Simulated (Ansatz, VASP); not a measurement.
**Si5S in VASP and in Ansatz**

```
Si S
1.0
     2.67728    0.00000    0.00000
    -1.33864    2.31859    0.00000
     0.00000    0.00000   14.59661
Si S
5 1
Direct
  0.66667 0.33333 0.81491
  0.33333 0.66667 0.65787
  0.66667 0.33333 0.50000
  0.33333 0.66667 0.34213
  0.66667 0.33333 0.18509
  0.33333 0.66667 0.00000
```

Change from the starting cell: species swapped into the CeMg5 type (P-6m2, No. 187).

Alike in both runs: functional PBE; k mesh 18 × 18 × 4; occupations gaussian, width 0.1 eV; no spin polarisation.

Ansatz relaxed the structure, and its values are those at the end. VASP's run is a single point on that final structure, the one shown.

```csv
,VASP,Ansatz
version,VASP 6.6.1,Ansatz 0.2.0
potentials or method,"VASP PAW PBE potentials, release 64 (Si, S), cutoff 520 eV","scalar-relativistic, plane waves, PAW"
valence electrons in the cell,26,26
```

|  | VASP | Ansatz | Ansatz less VASP |
| --- | --- | --- | --- |
| gap on the k mesh at the Fermi level (eV) | none | none | - |
| pressure (GPa) | 0.0 | 0.0 | +0.05 |

A gap of «none» marks a metal or a gap that the smearing closes. With one functional, cell and mesh, what is left measures potentials, basis and numerics.
